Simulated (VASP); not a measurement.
Input of a VASP 6.6.1 run:

Contents of POSCAR:

```
In
1.0
   -1.6281315400      1.6281315400      2.4771169500
    1.6281315400     -1.6281315400      2.4771169500
    1.6281315400      1.6281315400     -2.4771169500
In
1
Direct
    0.0000000000      0.0000000000      0.0000000000
```

The input INCAR.step1:

```
SYSTEM = In
PREC = Accurate
ENCUT = 520
ISMEAR = 0
SIGMA = 0.1073
LREAL = .False.
LASPH = .True.
NELM = 80
NBANDS = 12
GGA = PE
ALGO = Normal
EDIFF = 1E-4
LWAVE = .True.
LCHARG = .False.
```

File INCAR.step2:

```
SYSTEM = In
PREC = Accurate
ENCUT = 520
EDIFF = 1E-6
ISMEAR = 0
SIGMA = 0.1073
LREAL = .False.
LASPH = .True.
NELM = 80
ALGO = Normal
ISIF = 2
LWAVE = .False.
LCHARG = .False.
METAGGA = R2SCAN
LMIXTAU = .True.
NBANDS = 12
ISTART = 1
```

Contents of KPOINTS:

```
Automatic mesh
0
Gamma
  14 14 14
  0 0 0
```

Potentials or basis: VASP PAW PBE potentials, release 64 (In_d).

Run with:

```bash
$ cat potpaw_PBE.64/In_d/POTCAR > POTCAR
$ cp INCAR.step1 INCAR
$ mpirun -np 1 vasp_std > vasp.out
$ cp INCAR.step2 INCAR
$ mpirun -np 1 vasp_std > vasp.out
```

Problem. Predict the pressure.

Solution. 0.0 GPa.

Stress tensor (GPa, compression positive):
```
-0.21  0.00  0.00
 0.00 -0.21  0.00
 0.00  0.00  0.39
```

Caveat: the PAW data sets were made with another functional, which shifts forces and pressure a little.
